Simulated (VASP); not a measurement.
Si:

```
Si
1.0
     3.83132    0.00000    0.00000
    -1.91566    3.31802    0.00000
     0.00000    0.00000    6.33262
Si
4
Direct
  0.66667 0.33333 0.93699
  0.33333 0.66667 0.43699
  0.66667 0.33333 0.56301
  0.33333 0.66667 0.06301
```

This isn't the form of Si at room conditions, which is diamond.

```yaml
Program: VASP 6.6.1
Task: relaxation of cell and atoms
Functional: RPBE
Potentials_or_basis: VASP PAW PBE potentials, release 64 (Si)
Cutoff: 600 eV
k_mesh: 8 × 8 × 4
Occupations: fermi-dirac, width 0.05 eV
Spin: no spin polarisation
```

At the start: pressure 2.8 GPa; volume 20.13 Å³/atom.

Q: Where does the relaxation end?

A: Over 5 steps the energy falls by 5.3 meV/atom and the volume is 20.75 Å³/atom (+3.1 %); space group P6_3/mmc (No. 194, to 0.1 Å) before and after.

The path:
| step | energy change (eV) | largest force (eV/Å) | pressure (GPa) | volume (Å³) |
| --- | --- | --- | --- | --- |
| 1 | 0.0000 | 0.0065 | 2.80 | 80.50 |
| 2 | -0.0126 | 0.0219 | -1.62 | 84.67 |
| 3 | -0.0212 | 0.0164 | 0.01 | 83.00 |
| 4 | -0.0212 | 0.0165 | -0.05 | 83.05 |
| 5 | -0.0212 | 0.0016 | 0.02 | 82.99 |

Final structure:
```cif
data_structure
_symmetry_space_group_name_H-M 'P 1'
_symmetry_Int_Tables_number 1
_cell_length_a 3.8713
_cell_length_b 3.8713
_cell_length_c 6.3940
_cell_angle_alpha 90.000
_cell_angle_beta 90.000
_cell_angle_gamma 120.000
_cell_volume 82.99
loop_
_atom_site_label
_atom_site_type_symbol
_atom_site_fract_x
_atom_site_fract_y
_atom_site_fract_z
_atom_site_occupancy
Si1 Si 0.66667 0.33333 0.93714 1
Si2 Si 0.33333 0.66667 0.43714 1
Si3 Si 0.66667 0.33333 0.56286 1
Si4 Si 0.33333 0.66667 0.06286 1
```

Caveat: the PAW data sets were made with another functional, which shifts forces and pressure a little.
